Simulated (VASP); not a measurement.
LiF: single point with r2SCAN

LiF:

```
Li F
1.0
     0.00000    2.18790    1.70656
     2.18790    0.00000    1.70656
     2.18790    2.18790    0.00000
Li F
1 1
Direct
  0.00000 0.00000 0.00000
  0.50000 0.50000 0.50000
```

This cell differs from its parent crystal: ratio of the length along z to the lengths across it x 0.78, volume and fractional coordinates fixed.

```json
{"Program": "VASP 6.6.1", "Task": "single point", "Functional": "r2SCAN", "Potentials or basis": "VASP PAW PBE potentials, release 64 (Li_sv, F)", "Cutoff": "520 eV", "k mesh": "12 × 12 × 12", "Occupations": "gaussian, width 0.05 eV", "Spin": "no spin polarisation"}
```

```yaml
Band_gap_on_the_k_mesh: 9.68 eV
```

Levels at points of the mesh, in eV from the valence-band top:
```tsv
k point	band 1	band 2	band 3	band 4	band 5	band 6	band 7	band 8	band 9	band 10
(0.00, 0.00, 0.00)	-41.94	-21.23	-0.87	0.00	0.00	9.68	24.25	24.25	25.63	25.63
(0.50, 0.00, 0.00)	-41.86	-20.94	-2.52	-0.64	-0.23	11.69	17.64	18.23	23.92	30.48
(0.50, 0.50, 0.00)	-41.83	-20.45	-3.01	-1.69	-1.69	15.22	19.70	19.78	19.78	20.00
(0.50, 0.00, 0.50)	-41.87	-20.67	-3.29	-1.74	-0.29	14.60	18.53	19.30	21.53	26.07
```

Wall time 57 s on 1 thread of Intel(R) Xeon(R) 6975P-C (Granite Rapids), with other jobs on the host, peak memory 0.15 GiB.

 A k mesh can miss the band edges.
